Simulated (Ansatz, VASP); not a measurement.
One calculation of FeO, two programs

INCAR

```
SYSTEM = FeO
PREC = Accurate
ENCUT = 520
EDIFF = 1E-7
ISMEAR = 0
SIGMA = 0.05
LREAL = .FALSE.
LASPH = .TRUE.
NELM = 150
ALGO = Normal
ISIF = 2
LWAVE = .FALSE.
LCHARG = .FALSE.
ISPIN = 2
MAGMOM = 4 0
LORBIT = 11
LMAXMIX = 4
GGA = PE
NBANDS = 18
```

Contents of KPOINTS:

```
regular mesh
0
G
  14 14 14
  0 0 0
```

The input POSCAR:

```
FeO
1.0
    0.0000000000      2.1542589956      2.1542589956
    2.1542589956      0.0000000000      2.1542589956
    2.1542589956      2.1542589956      0.0000000000
Fe O
1 1
Direct
    0.0000000000      0.0000000000      0.0000000000
    0.5000000000      0.5000000000      0.5000000000
```

Input for Ansatz:

```yaml
crystal:
  lattice:
    - [0.0, 2.1542589956, 2.1542589956]
    - [2.1542589956, 0.0, 2.1542589956]
    - [2.1542589956, 2.1542589956, 0.0]
  atoms:
    - { symbol: Fe, position: [0.0, 0.0, 0.0], spin: 4.0 }
    - { symbol: O, position: [0.5, 0.5, 0.5] }
basis:
  ecutwfc: 420
  ecutrho_ratio: 4
kpoints:
  mp_grid: { grid: [14, 14, 14] }
hamiltonian:
  xc: pbe
scf:
  occupations: { method: gaussian, width: 0.05 }
  mixing: { algorithm: broyden, beta: 0.1, ndim: 2 }
output:
  forces: true
  stress: true
  write_density: true
  write_potential: true
  elf: true
  volumetric_format: npy
magnetization:
  spin_polarized: true
```

Alike in both runs: task single point; functional PBE; k mesh 14 × 14 × 14; occupations gaussian, width 0.05 eV; collinear spin.

|  | VASP | Ansatz |
| --- | --- | --- |
| version | VASP 6.6.1 | Ansatz 0.2.0 |
| potentials or method | VASP PAW PBE potentials, release 64 (Fe, O), cutoff 520 eV | scalar-relativistic, plane waves, PAW |
| valence electrons in the cell | 14 | 22 |

|  | VASP | Ansatz | Ansatz less VASP |
| --- | --- | --- | --- |
| gap on the k mesh at the Fermi level (eV) | none | none | - |
| pressure (GPa) | 0.0 | 0.0 | -0.05 |
| net moment per atom (μB) | 2.00 | 2.00 | +0.001 |
| size of the moment on the site where the two differ most (μB) | 3.62 | 3.45 | -0.170 |

Site moments also hang on the region over which each program counts them. A gap of «none» marks a metal or a gap that the smearing closes. VASP's potentials hold 14 valence electrons a cell and Ansatz's 22, so a difference there can come from the potentials and not from the codes. Ansatz's warnings: stability check not made.
